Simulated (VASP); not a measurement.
# SnSe in VASP: a series of runs

SnSe is run at these levels: PBEsol+D3(BJ); tasks: single point.

Everything below comes from runs of VASP 6.6.1. Logs are shortened: lines on timing, memory, paths and dates and some standing lists are left out, and cuts for length are marked.

### 1 The cell of the first run

The typed cell holds 4 atoms: a = 3.946 Å, b = 3.946 Å, c = 5.451 Å, α = 90.00°, β = 90.00°, γ = 90.00°.

### 2 Single point, PBEsol+D3(BJ)

INCAR

```
SYSTEM = SnSe
PREC = Accurate ; ENCUT = 520
EDIFF = 1E-6 ; ISMEAR = 0
SIGMA = 0.03 ; LREAL = .FALSE.
LASPH = .TRUE. ; NELM = 100
ALGO = Normal ; ISIF = 2
LWAVE = .FALSE. ; LCHARG = .TRUE.
GGA = PS ; IVDW = 12
LELF = .TRUE. ; LVHAR = .TRUE.
NBANDS = 28
```

KPOINTS

```
Automatic mesh
0
G
  8 8 6
  0 0 0
```

POSCAR

```
SnSe
1.0
    3.9456558390      0.0000000000      0.0000000000
    0.0000000000      3.9456558390      0.0000000000
    0.0000000000      0.0000000000      5.4512000000
Sn Se
2 2
Direct
    0.5000000000      0.0000000000      0.2500241371
    0.0000000000      0.5000000000      0.7499758629
    0.5000000000      0.0000000000      0.7499817524
    0.0000000000      0.5000000000      0.2500182476
```

Potentials or basis: VASP PAW PBE potentials, release 64 (Sn_d, Se).

Command:

```
$ cat potpaw_PBE.64/Sn_d/POTCAR potpaw_PBE.64/Se/POTCAR > POTCAR
$ mpirun -np 1 vasp_std > vasp.out
```

OUTCAR:

```text
SYSTEM = SnSe
   PREC = Accurate
   ENCUT = 520
   EDIFF = 1E-6
   ISMEAR = 0
   LREAL = .FALSE.
   LASPH = .TRUE.
   NELM = 100
   ISIF = 2
   GGA = PS
   IVDW = 12
 IVDW          = 12

 ion  position               nearest neighbor table
   1  0.500  0.000  0.250-   3 2.73   3 2.73   4 2.79   4 2.79   4 2.79   4 2.79
   2  0.000  0.500  0.750-   4 2.73   4 2.73   3 2.79   3 2.79   3 2.79   3 2.79
   3  0.500  0.000  0.750-   1 2.73   1 2.73   2 2.79   2 2.79   2 2.79   2 2.79
   4  0.000  0.500  0.250-   2 2.73   2 2.73   1 2.79   1 2.79   1 2.79   1 2.79

  LATTYP: Found a simple tetragonal cell.
 ALAT       =     3.9456558390
 C/A-ratio  =     1.3815700665

  Lattice vectors:

 A1 = (   3.9456558390,   0.0000000000,   0.0000000000)
 A2 = (   0.0000000000,   3.9456558390,   0.0000000000)
 A3 = (   0.0000000000,   0.0000000000,   5.4512000000)

Analysis of symmetry for initial positions (statically):
=====================================================================
 Subroutine PRICEL returns:
 Original cell was already a primitive cell.

 Routine SETGRP: Setting up the symmetry group for a
 simple tetragonal supercell.

 Subroutine GETGRP returns: Found 16 space group operations
 (whereof  8 operations were pure point group operations)
 out of a pool of 16 trial point group operations.

The static configuration has the point symmetry D_2d.
 The point group associated with its full space group is D_4h.

Analysis of symmetry for dynamics (positions and initial velocities):
=====================================================================
 Subroutine PRICEL returns:
 Original cell was already a primitive cell.

 Routine SETGRP: Setting up the symmetry group for a
 simple tetragonal supercell.

 Subroutine GETGRP returns: Found 16 space group operations
 (whereof  8 operations were pure point group operations)
 out of a pool of 16 trial point group operations.

The dynamic configuration has the point symmetry D_2d.
 The point group associated with its full space group is D_4h.

 Subroutine INISYM returns: Found 16 space group operations
 (whereof  8 operations are pure point group operations),
 and found     1 'primitive' translations

----------------------------------------------------------------------------------------

                                     Primitive cell

  volume of cell :      84.8654

  direct lattice vectors                    reciprocal lattice vectors
     3.945655839  0.000000000  0.000000000     0.253443291  0.000000000  0.000000000
[... 93 lines left out ...]
   NSW    =      0    number of steps for IOM
   IBRION =     -1    ionic relax: 0-MD 1-quasi-New 2-CG
   NFREE  =      0    steps in history (QN), initial steepest desc. (CG)
   ISIF   =      2    stress and relaxation
   ISYM   =      2    0-nonsym 1-usesym 2-fastsym
   POTIM  = 0.5000    time-step for ionic-motion
   TEBEG  =    0.0;   TEEND  =   0.0 temperature during run
   PSTRESS=    0.0 pullay stress
   NELECT =      40.0000    total number of electrons
   NUPDOWN=      -1.0000    fix difference up-down
   EMIN   =  10.00;   EMAX   =-10.00  energy-range for DOS
   EFERMI =   0.00;   METHOD = LEGACY
   ISMEAR =     0;   SIGMA  =   0.03  broadening in eV -4-tet -1-fermi 0-gaus
   EFERMI_NEDOS =   21; number of points for ismear=-14 and -15
   IALGO  =     38    algorithm
   IMIX   =      4    mixing-type and parameters
     AMIX     =   0.40;   BMIX     =  1.00
     AMIX_MAG =   1.60;   BMIX_MAG =  1.00
  volume/ion in A,a.u.               =      21.22       143.17
  Fermi-wavevector in a.u.,A,eV,Ry     =   1.274045  2.407595 22.084838  1.623190
  Thomas-Fermi vector in A             =   2.406834
   LORBIT       =      0    0 simple, 1 ext, 2 COOP (PROOUT), +10 PAW based schemes
   GGA     = PS    functional components
   LHFCALC =     F    Hartree Fock is set to
   AEXX    =    0.0000 exact exchange contribution
   IVDW    =    12    specifies the selected vdW correction
   LEPSILON=     F    determine dielectric tensor
   LRPA    =     F    only Hartree local field effects (RPA)
 non-spin polarized calculation
 Gauss-broadening in eV      SIGMA  =   0.03
  energy-cutoff  :      520.00
  volume of cell :       84.87
 maximum number of plane-waves:      2317
 NGX is ok and might be reduce to    30
   NGX = 15   NGY = 15   NGZ = 21

 number of electron      39.9999981 magnetization

 Free energy of the ion-electron system (eV)
  ---------------------------------------------------
  ext. energy  EPLUGINS =         0.00000000
  ---------------------------------------------------
  free energy    TOTEN  =       -16.91278720 eV

  energy without entropy =      -16.91225538  energy(sigma->0) =      -16.91252129

 E-fermi :   9.0341     XC(G=0): -10.9531

 val. band max:        8.8598792737   @ k =   0.3750   0.0000   0.1667
 cond. band min:       9.0421257641   @ k =   0.5000   0.0000   0.3333
 fundamental gap:      0.1822464904
 Fermi energy:         9.0341469298

 k-point     1 :       0.0000    0.0000    0.0000
  band No.  band energies     occupation
      1     -13.1384      2.00000
      2     -13.0237      2.00000
      3     -13.0216      2.00000
      4     -13.0185      2.00000
      5     -13.0060      2.00000
      6     -13.0060      2.00000
[... 733 lines left out ...]
     27      15.1141      0.00000
     28      15.1141      0.00000

 [... further k-points ...]

------------------------ aborting loop because EDIFF is reached ----------------------------------------

 Edisp (eV)   -1.70244

 E8    (eV) :    -1.1439

  FORCE on cell =-STRESS in cart. coord.  units (eV):
  Direction    XX          YY          ZZ          XY          YZ          ZX
  --------------------------------------------------------------------------------------
  -------------------------------------------------------------------------------------
  Total       7.13831     7.13831    11.22433     0.00000    -0.00000     0.00000
  in kB     134.76440   134.76440   211.90456     0.00000    -0.00000     0.00000
  external pressure =      160.48 kB  Pullay stress =        0.00 kB

 VOLUME and BASIS-vectors are now :
 -----------------------------------------------------------------------------
  energy-cutoff  :      520.00
  volume of cell :       84.87
      direct lattice vectors                 reciprocal lattice vectors
     3.945655839  0.000000000  0.000000000     0.253443291  0.000000000  0.000000000
     0.000000000  3.945655839  0.000000000     0.000000000  0.253443291  0.000000000
     0.000000000  0.000000000  5.451200000     0.000000000  0.000000000  0.183445847

 POSITION                                       TOTAL-FORCE (eV/Angst)
 -----------------------------------------------------------------------------------
      1.97283      0.00000      1.36293         0.000000      0.000000     -0.001606
      0.00000      1.97283      4.08827        -0.000000     -0.000000      0.001606
      1.97283      0.00000      4.08830         0.000000      0.000000      0.001596
      0.00000      1.97283      1.36290        -0.000000     -0.000000     -0.001596
 -----------------------------------------------------------------------------------
    total drift:                                0.000000      0.000000      0.000000

  FREE ENERGIE OF THE ION-ELECTRON SYSTEM (eV)
  ---------------------------------------------------
  free  energy   TOTEN  =       -18.6152291501 eV

  energy  without entropy=      -18.6146973283  energy(sigma->0) =      -18.61496324
```

OSZICAR:

```text
N       E                     dE             d eps       ncg     rms          rms(c)
DAV:   1     0.380423286462E+03    0.38042E+03   -0.19511E+04  3464   0.201E+03
DAV:   2     0.353371744060E+02   -0.34509E+03   -0.33535E+03  3384   0.510E+02
DAV:   3    -0.147080576939E+02   -0.50045E+02   -0.48988E+02  3960   0.159E+02
DAV:   4    -0.170563358602E+02   -0.23483E+01   -0.23195E+01  3988   0.349E+01
DAV:   5    -0.171121923540E+02   -0.55856E-01   -0.55832E-01  4228   0.586E+00    0.731E+00
DAV:   6    -0.169329754670E+02    0.17922E+00   -0.29110E-01  4620   0.398E+00    0.449E+00
DAV:   7    -0.169168107760E+02    0.16165E-01   -0.16186E-01  4468   0.209E+00    0.840E-01
DAV:   8    -0.169127347117E+02    0.40761E-02   -0.28633E-02  4436   0.128E+00    0.173E-01
DAV:   9    -0.169127938665E+02   -0.59155E-04   -0.21101E-03  4172   0.396E-01    0.617E-02
DAV:  10    -0.169127844336E+02    0.94328E-05   -0.14720E-04  4668   0.932E-02    0.156E-02
DAV:  11    -0.169127885214E+02   -0.40878E-05   -0.29383E-05  4468   0.428E-02    0.118E-02
DAV:  12    -0.169127874752E+02    0.10462E-05   -0.26654E-06  2700   0.125E-02    0.511E-03
DAV:  13    -0.169127871999E+02    0.27529E-06   -0.17597E-06  2324   0.710E-03
   1 F= -.18615229E+02 E0= -.18614963E+02  d E =-.531822E-03
```

It took 3 min on 1 thread of Intel Xeon 8259CL, shared host; peak memory 0.27 GiB.

What came out:

| Item | Value |
| --- | --- |
| Free energy | -18.6152 eV |
| Pressure | 16.0 GPa |
| Band gap on the k mesh | zero (bands 20 and 21 overlap by 0.01 eV) |
| Dispersion energy per atom | -0.426 eV |

Stress tensor (GPa, compression positive):
```
13.48  0.00  0.00
 0.00 13.48  0.00
 0.00  0.00 21.19
```

Caveat: the stress differs along the axes, from 13 to 21 GPa; semilocal functionals underestimate gaps, and a narrow one can read as zero; the PAW data sets were made with another functional, which shifts forces and pressure a little; spin-orbit coupling is left out, which moves the levels of the heavy elements.

(Part 1 of 2 ends here.)

The gap in the log of VASP goes by the Fermi energy; the results here count the filled bands.